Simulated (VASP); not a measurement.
Write the native input for VASP 6.6.1 that does the following.

| Item | Value |
| --- | --- |
| Task | single point |
| Functional | PBE |
| Potentials or basis | VASP PAW PBE potentials, release 64 (W_sv, Br, F) |
| Cutoff | 520 eV |
| k mesh | 12 × 12 × 6 |
| Occupations | gaussian, width 0.1 eV |
| Spin | no spin polarisation |
| Dipole correction | no |
| Further INCAR settings | ALGO = Normal; EDIFF = 1e-07; NBANDS = 32 |

The structure of W2Br2F lies in POSCAR:

```
W2Br2F
1.0
    5.4923678531      0.0000000000      0.0000000000
   -2.7461839265      4.7565300877      0.0000000000
    0.0000000000      0.0000000000      6.0220591025
W Br F
2 2 1
Direct
    0.0000000000      0.0000000000      0.3340329592
    0.0000000000      0.0000000000      0.6659670408
    0.3333333333      0.6666666667      0.0000000000
    0.6666666667      0.3333333333      0.0000000000
    0.0000000000      0.0000000000      0.0000000000
```

The cell was generated, and may not be a known phase.

One way to write it, as run:

INCAR

```
SYSTEM = W2Br2F
PREC = Accurate
ENCUT = 520
EDIFF = 1E-7
ISMEAR = 0
SIGMA = 0.1
LREAL = .FALSE.
LASPH = .TRUE.
NELM = 60
ALGO = Normal
ISIF = 2
LWAVE = .FALSE.
LCHARG = .FALSE.
GGA = PE
NBANDS = 32
```

KPOINTS

```
Automatic mesh
0
G
  12 12 6
  0 0 0
```

Potentials or basis: VASP PAW PBE potentials, release 64 (W_sv, Br, F).

Command:

```console
$ cat potpaw_PBE.64/W_sv/POTCAR potpaw_PBE.64/Br/POTCAR potpaw_PBE.64/F/POTCAR > POTCAR
$ mpirun -np 1 vasp_std > vasp.out
```

Results of the run:

- Pressure: 1.3 GPa
- Largest force: 1.426 eV/Å
- Band gap on the k mesh: zero (an odd number of electrons rules out a gap without spin polarisation)

Caveat: atoms lie so close that the PAW spheres overlap strongly, which falsifies energies and pressures; spin-orbit coupling is left out, which moves the levels of the heavy elements; an odd number of electrons without spin polarisation forces a metal; a magnetic or distorted state may lie lower.

Run time: 3.9 min on 1 thread of Intel(R) Xeon(R) 6975P-C (Granite Rapids) (shared host), peak memory 0.51 GiB.
